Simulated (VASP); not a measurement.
Mn: single point with PBE

The system is Mn.

```
Mn
1.0
     4.42054    0.00000    0.00000
     0.00000    4.42054    0.00000
     0.00000    0.00000    4.42054
Mn
8
Cartesian
  0.0000 0.0000 4.4205
  2.2103 2.2103 2.2103
  1.1051 0.0000 2.2103
  3.3154 0.0000 2.2103
  2.2103 1.1051 4.4205
  2.2103 3.3154 4.4205
  4.4205 2.2103 1.1051
  4.4205 2.2103 3.3154
```

```json
{
  "Program": "VASP 6.6.1",
  "Task": "single point",
  "Functional": "PBE",
  "Potentials or basis": "VASP PAW PBE potentials, release 64 (Mn_pv)",
  "Cutoff": "520 eV",
  "k mesh": "6 × 6 × 6",
  "Occupations": "fermi-dirac, width 0.1 eV",
  "Spin": "no spin polarisation",
  "Dipole correction": "no",
  "Further INCAR settings": "ALGO = Normal; EDIFF = 1e-06; NBANDS = 62"
}
```

```json
{"Pressure": "0.1 GPa", "Band gap on the k mesh": "zero (bands 52 and 53 overlap by 0.28 eV)"}
```

Levels at points of the mesh, in eV from the Fermi level:
```
           k point  band 48  band 49  band 50  band 51  band 52  band 53  band 54  band 55  band 56  band 57
(0.00, 0.00, 0.00)    -1.01    -1.01     0.03     0.03     0.03     0.09     0.09     0.09     0.34     0.34
(0.50, 0.00, 0.00)    -1.33    -0.41    -0.41    -0.41    -0.41    -0.16    -0.16     0.30     0.30     0.80
(0.50, 0.50, 0.00)    -0.69    -0.69    -0.68    -0.52    -0.10     0.22     0.37     0.39     0.51     0.60
(0.50, 0.50, 0.50)    -1.68    -0.07    -0.07    -0.07    -0.07    -0.07    -0.07     0.91     0.91     0.91
```

Wall time 4.9 min on 1 thread of AMD EPYC 7R13 (shared host), peak memory 0.21 GiB.

Caveat: the run has no spin polarisation, though such a crystal can be magnetic. Spin polarisation is off, so any magnetic state and its effect on volume and gap are missing.
